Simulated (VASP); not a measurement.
Wanted: the native input for a VASP 6.6.1 run.

- Task: single point
- Functional: PBEsol
- Potentials or basis: VASP PAW PBE potentials, release 64 (Ge_d)
- Cutoff: 520 eV
- k mesh: 12 × 12 × 12
- Occupations: fermi-dirac, width 0.08 eV
- Spin: no spin polarisation
- Dipole correction: no
- Further INCAR settings: ALGO = Normal; EDIFF = 1e-07; NBANDS = 21

The structure of Ge lies in POSCAR:

```
Ge
1.0
    0.0000000000      2.8382170140      2.8382170140
    2.8382170140      0.0000000000      2.8382170140
    2.8382170140      2.8382170140      0.0000000000
Ge
2
Direct
    0.5000000000      0.5000000000      0.5000000000
    0.7500000000      0.7500000000      0.7500000000
```

These files were run (other wordings do the same):

INCAR

```
SYSTEM = Ge
PREC = Accurate
ENCUT = 520
EDIFF = 1E-7
ISMEAR = -1
SIGMA = 0.08
LREAL = .FALSE.
LASPH = .TRUE.
NELM = 100
ALGO = Normal
ISIF = 2
LWAVE = .FALSE.
LCHARG = .FALSE.
GGA = PS
NBANDS = 21
```

KPOINTS

```
Automatic mesh
0
G
  12 12 12
  0 0 0
```

Potentials or basis: VASP PAW PBE potentials, release 64 (Ge_d).

Run with:

```sh
$ cat potpaw_PBE.64/Ge_d/POTCAR > POTCAR
$ mpirun -np 1 vasp_std > vasp.out
```

It gave:

- Pressure: -0.1 GPa
- Band gap on the k mesh: zero (filled and empty bands touch)

Caveat: the PAW data sets were made with another functional, which shifts forces and pressure a little.

Wall time 60 s on 1 thread of Intel(R) Xeon(R) Platinum 8259CL CPU @ 2.50GHz (Skylake/Cascade Lake) (shared host), peak memory 0.19 GiB.
